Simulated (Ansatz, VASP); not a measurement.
This is a calculation of Fe for Ansatz 0.2.0.

The input input.yaml:

```yaml
crystal:
  lattice:
    - [-1.443, 1.443, 1.443]
    - [1.443, -1.443, 1.443]
    - [1.443, 1.443, -1.443]
  atoms:
    - { symbol: Fe, position: [0.0, 0.0, 0.0], spin: 3.0 }
hamiltonian:
  xc: pbe
  pseudopotentials: { kind: paw }
  dispersion: d4
magnetization:
  spin_polarized: true
kpoints:
  mp_grid: { grid: [13, 13, 13] }
scf:
  occupations: { method: fermi_dirac, width: 0.05 }
output:
  forces: true
  stress: true
  eigenvalues: true
relax:
  f_tol: 0.01
  max_steps: 40
  cell: { stress_tol: 0.05 }
```

Potentials or basis: Ansatz PAW.

The run is started by

```console
$ ansatz run input.yaml --threads 2 --pin off --max-ram 5632MiB --backend cpu --events-out ev --progress --plain --runs-dir out
```

Q: Set up the same calculation for VASP 6.6.1. Potentials there: VASP PAW PBE potentials, release 64 (Fe).

A: As run (the cutoff follows the program's own potentials):

INCAR

```
ALGO = Fast ; EDIFF = 1E-6
EDIFFG = -0.01 ; ENCUT = 600
GGA = PE ; IBRION = 2
ISIF = 3 ; ISMEAR = -1
ISPIN = 2 ; IVDW = 13
LASPH = True ; LCHARG = False
LMAXMIX = 4 ; LORBIT = 11
LREAL = False ; LWAVE = False
MAGMOM = 3 ; NELM = 150
NSW = 60 ; PREC = Accurate
SIGMA = 0.05
```

KPOINTS

```
k-points
0
Gamma
  13 13 13
```

POSCAR

```
Fe
1.0
   -1.4430000000      1.4430000000      1.4430000000
    1.4430000000     -1.4430000000      1.4430000000
    1.4430000000      1.4430000000     -1.4430000000
Fe
1
Direct
    0.0000000000      0.0000000000      0.0000000000
```

Potentials or basis: VASP PAW PBE potentials, release 64 (Fe).

Launch:

```console
$ cat potpaw_PBE.64/Fe/POTCAR > POTCAR
$ mpirun -np 1 vasp_std > vasp.out
```

Both were run:

|  | VASP | Ansatz | Ansatz less VASP |
| --- | --- | --- | --- |
| gap on the k mesh at the Fermi level, each at its own relaxed structure (eV) | none | none | - |
| net moment per atom (μB) | 2.10 | 2.09 | -0.012 |
| size of the moment on the site where the two differ most (μB) | 2.09 | 2.13 | +0.038 |
| relaxed volume (Å³/atom) | 11.03 | 11.04 | +0.011 |
| relaxed cell length with the largest relative difference (Å) | 2.429 | 2.430 | +0.0008 |

Site moments also hang on the region over which each program counts them. A gap of «none» marks a metal or a gap that the smearing closes. VASP's potentials hold 8 valence electrons a cell and Ansatz's 16, so a difference there can come from the potentials and not from the codes.

Noted on Ansatz's run: the plane-wave basis is chosen anew once the cell has moved, so the energies of steps on either side of that aren't comparable.
